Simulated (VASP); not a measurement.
# In3GaN4 (P6_3mc) in VASP: notebook, part 2 of 2

VASP 6.6.1.

### Step 3. Single point, PBEsol (volume scaled by 1.10, then relaxed in part)

Contents of INCAR:

```
ALGO = Normal
EDIFF = 1E-6
ENCUT = 520
GGA = PS
ISIF = 2
ISMEAR = 0
LASPH = True
LCHARG = True
LELF = True
LREAL = Auto
LVHAR = True
LWAVE = False
NBANDS = 86
NELM = 100
PREC = Accurate
SIGMA = 0.01
```

Contents of KPOINTS:

```
k-points
0
Gamma
  6 6 6
```

Contents of POSCAR:

```
In3GaN4
1.0
    7.1114943165      0.0000000000      0.0000000000
   -3.5557471582      6.1587347369      0.0000000000
    0.0000000000      0.0000000000      5.7663547395
In Ga N
6 2 8
Direct
    0.1698914481      0.8301085519      0.4980359798
    0.6602171039      0.8301085519      0.4980359798
    0.1698914481      0.3397828961      0.4980359798
    0.8301085519      0.6602171039      0.9980359798
    0.3397828961      0.1698914481      0.9980359798
    0.8301085519      0.1698914481      0.9980359798
    0.6666666667      0.3333333333      0.5002998491
    0.3333333333      0.6666666667      1.0002998491
    0.1768605525      0.8231394475      0.8858477787
    0.6462788950      0.8231394475      0.8858477787
    0.1768605525      0.3537211050      0.8858477787
    0.6666666667      0.3333333333      0.8480488748
    0.3333333333      0.6666666667      0.3480488748
    0.8231394475      0.6462788950      0.3858477787
    0.3537211050      0.1768605525      0.3858477787
    0.8231394475      0.1768605525      0.3858477787
```

Potentials or basis: VASP PAW PBE potentials, release 64 (In_d, Ga_d, N).

The run is started by

```sh
> cat potpaw_PBE.64/In_d/POTCAR potpaw_PBE.64/Ga_d/POTCAR potpaw_PBE.64/N/POTCAR > POTCAR
> mpirun -np 1 vasp_std > vasp.out
```

OUTCAR:

```text
EDIFF = 1E-6
   ENCUT = 520
   GGA = PS
   ISIF = 2
   ISMEAR = 0
   LASPH = True
   LREAL = Auto
   NELM = 100
   PREC = Accurate

 ion  position               nearest neighbor table
   1  0.170  0.830  0.498-  13 2.19  15 2.23  14 2.23   9 2.24   3 3.49   2 3.49   5 3.56   5 3.56
                             4 3.56   4 3.56   3 3.62   2 3.62
   2  0.660  0.830  0.498-  13 2.19  14 2.23  16 2.23  10 2.24   3 3.49   1 3.49   4 3.56   4 3.56
                             6 3.56   6 3.56   3 3.62   1 3.62
   3  0.170  0.340  0.498-  13 2.19  15 2.23  16 2.23  11 2.24   1 3.49   2 3.49   5 3.56   5 3.56
                             6 3.56   6 3.56   1 3.62   2 3.62
   4  0.830  0.660  0.998-  12 2.19  10 2.23   9 2.23  14 2.24   6 3.49   5 3.49   2 3.56   2 3.56
                             1 3.56   1 3.56   6 3.62   5 3.62
   5  0.340  0.170  0.998-  12 2.19  11 2.23   9 2.23  15 2.24   4 3.49   6 3.49   3 3.56   3 3.56
                             1 3.56   1 3.56   4 3.62   6 3.62
   6  0.830  0.170  0.998-  12 2.19  10 2.23  11 2.23  16 2.24   4 3.49   5 3.49   2 3.56   2 3.56
                             3 3.56   3 3.56   4 3.62   5 3.62
   7  0.667  0.333  0.500-  12 2.01  16 2.04  14 2.04  15 2.04
   8  0.333  0.667  0.000-  13 2.01   9 2.04  11 2.04  10 2.04
   9  0.177  0.823  0.886-   8 2.04   5 2.23   4 2.23   1 2.24
  10  0.646  0.823  0.886-   8 2.04   4 2.23   6 2.23   2 2.24
  11  0.177  0.354  0.886-   8 2.04   5 2.23   6 2.23   3 2.24
  12  0.667  0.333  0.848-   7 2.01   6 2.19   4 2.19   5 2.19
  13  0.333  0.667  0.348-   8 2.01   1 2.19   3 2.19   2 2.19
  14  0.823  0.646  0.386-   7 2.04   2 2.23   1 2.23   4 2.24
  15  0.354  0.177  0.386-   7 2.04   3 2.23   1 2.23   5 2.24
  16  0.823  0.177  0.386-   7 2.04   2 2.23   3 2.23   6 2.24

  LATTYP: Found a hexagonal cell.
 ALAT       =     7.1114943165
 C/A-ratio  =     0.8108499400

  Lattice vectors:

 A1 = (   7.1114943165,   0.0000000000,   0.0000000000)
 A2 = (  -3.5557471582,   6.1587347369,   0.0000000000)
 A3 = (   0.0000000000,   0.0000000000,   5.7663547395)

Analysis of symmetry for initial positions (statically):
=====================================================================
 Subroutine PRICEL returns:
 Original cell was already a primitive cell.

 Routine SETGRP: Setting up the symmetry group for a
 hexagonal supercell.
[... 180 lines left out ...]
 non-spin polarized calculation
 Gauss-broadening in eV      SIGMA  =   0.01
  energy-cutoff  :      520.00
  volume of cell :      252.55
 maximum number of plane-waves:      6825
 NGX is ok and might be reduce to    54
   NGX = 27   NGY = 27   NGZ = 21

 number of electron     144.0000030 magnetization

 Free energy of the ion-electron system (eV)
  ---------------------------------------------------
  ext. energy  EPLUGINS =         0.00000000
  ---------------------------------------------------
  free energy    TOTEN  =       -94.58945003 eV

  energy without entropy =      -94.58939779  energy(sigma->0) =      -94.58942391

 E-fermi :   5.1477     XC(G=0): -10.7092

 val. band max:        5.1476672690   @ k =   0.0000   0.0000   0.0000
 cond. band min:       5.1476676949   @ k =   0.0000   0.0000   0.0000
 fundamental gap:      0.0000004259
 Fermi energy:         5.1476674824

 k-point     1 :       0.0000    0.0000    0.0000
  band No.  band energies     occupation
      1      -9.4074      2.00000
      2      -9.3647      2.00000
      3      -9.2475      2.00000
      4      -9.2072      2.00000
      5      -9.2072      2.00000
      6      -9.1399      2.00000
[... 2077 lines left out ...]
     83      11.2633      0.00000
     84      11.2637      0.00000

 [... further k-points ...]

 [bands above 84 left out]

------------------------ aborting loop because EDIFF is reached ----------------------------------------

  FORCE on cell =-STRESS in cart. coord.  units (eV):
  Direction    XX          YY          ZZ          XY          YZ          ZX
  --------------------------------------------------------------------------------------
  -------------------------------------------------------------------------------------
  Total      -17.3938782    -17.3938782    -17.5691982     -0.0000000      0.0000000      0.0000000
  in kB     -110.3451589   -110.3451589   -111.4573727     -0.0000000      0.0000000      0.0000000
  external PRESSURE =    -110.7158968 kB  Pullay stress =       0.0000000 kB

 VOLUME and BASIS-vectors are now :
 -----------------------------------------------------------------------------
  energy-cutoff  :      520.00
  volume of cell :      252.55
      direct lattice vectors                 reciprocal lattice vectors
     7.111494316  0.000000000  0.000000000     0.140617422  0.081185507  0.000000000
    -3.555747158  6.158734737  0.000000000     0.000000000  0.162371013  0.000000000
     0.000000000  0.000000000  5.766354739     0.000000000  0.000000000  0.173419785

 POSITION                                       TOTAL-FORCE (eV/Angst)
 -----------------------------------------------------------------------------------
     -1.74347      5.11242      2.87185        -0.019906      0.011493      0.003461
      1.74347      5.11242      2.87185         0.019906      0.011493      0.003461
      0.00000      2.09263      2.87185        -0.000000     -0.022986      0.003461
      3.55575      4.06610      5.75503         0.000000      0.022986      0.003461
      1.81227      1.04632      5.75503        -0.019906     -0.011493      0.003461
      5.29922      1.04632      5.75503         0.019906     -0.011493      0.003461
[... 8 lines left out ...]
      1.88661      1.08924      2.22494         0.009380      0.005416      0.002293
      5.22488      1.08924      2.22494        -0.009380      0.005416      0.002293
 -----------------------------------------------------------------------------------
    total drift:                               -0.000001      0.000001      0.032410

  FREE ENERGIE OF THE ION-ELECTRON SYSTEM (eV)
  ---------------------------------------------------
  free  energy   TOTEN  =       -94.5894500259 eV

  energy  without entropy=      -94.5893977861  energy(sigma->0) =      -94.58942391
```

OSZICAR:

```text
N       E                     dE             d eps       ncg     rms          rms(c)
DAV:   1     0.197386399128E+04    0.19739E+04   -0.63520E+04  5022   0.247E+03
DAV:   2     0.385498907268E+03   -0.15884E+04   -0.15295E+04  4824   0.711E+02
DAV:   3    -0.455363595732E+02   -0.43104E+03   -0.40548E+03  5394   0.294E+02
DAV:   4    -0.106919017007E+03   -0.61383E+02   -0.59893E+02  6288   0.105E+02
DAV:   5    -0.109430959040E+03   -0.25119E+01   -0.24839E+01  6736   0.239E+01    0.240E+01
DAV:   6    -0.942981759186E+02    0.15133E+02   -0.61486E+01  7456   0.557E+01    0.177E+01
DAV:   7    -0.948028974461E+02   -0.50472E+00   -0.91084E+00  5552   0.125E+01    0.575E+00
DAV:   8    -0.946481009857E+02    0.15480E+00   -0.82478E-01  7424   0.597E+00    0.363E+00
DAV:   9    -0.945950181499E+02    0.53083E-01   -0.22384E-01  6896   0.394E+00    0.840E-01
DAV:  10    -0.945882062345E+02    0.68119E-02   -0.35085E-02  6512   0.181E+00    0.397E-01
DAV:  11    -0.945893329838E+02   -0.11267E-02   -0.16914E-02  8312   0.715E-01    0.267E-01
DAV:  12    -0.945895468759E+02   -0.21389E-03   -0.12632E-03  6718   0.400E-01    0.811E-02
DAV:  13    -0.945894593138E+02    0.87562E-04   -0.34564E-04  6448   0.107E-01    0.536E-02
DAV:  14    -0.945894528528E+02    0.64610E-05   -0.79128E-05  6182   0.396E-02    0.327E-02
DAV:  15    -0.945894522892E+02    0.56360E-06   -0.17918E-05  6840   0.345E-02    0.248E-02
DAV:  16    -0.945894507562E+02    0.15330E-05   -0.35384E-06  4396   0.190E-02    0.119E-02
DAV:  17    -0.945894500259E+02    0.73027E-06   -0.39088E-06  4736   0.152E-02
   1 F= -.94589450E+02 E0= -.94589424E+02  d E =-.522398E-04
```

Run time: 10 min. Hardware: 1 thread of Intel Xeon 6975P-C (Granite Rapids), shared host; peak memory 0.6 GiB.

Results:

| Quantity | Value |
| --- | --- |
| Free energy | -94.5895 eV |
| Pressure | -11.1 GPa |
| Largest force | 0.024 eV/Å |
| Band gap on the k mesh | zero (filled and empty bands touch) |

Forces on the atoms (eV/Å):
```
In  -0.020  0.011  0.003
In   0.020  0.011  0.003
In   0.000 -0.023  0.003
In   0.000  0.023  0.003
In  -0.020 -0.011  0.003
In   0.020 -0.011  0.003
Ga   0.000  0.000  0.007
Ga   0.000  0.000  0.007
N    0.009 -0.005  0.002
N   -0.009 -0.005  0.002
N    0.000  0.011  0.002
N    0.000  0.000 -0.024
N    0.000  0.000 -0.024
N    0.000 -0.011  0.002
N    0.009  0.005  0.002
N   -0.009  0.005  0.002
```

Caveat: the PAW data sets were made with another functional, which shifts forces and pressure a little; spin-orbit coupling is left out, which moves the levels of the heavy elements.
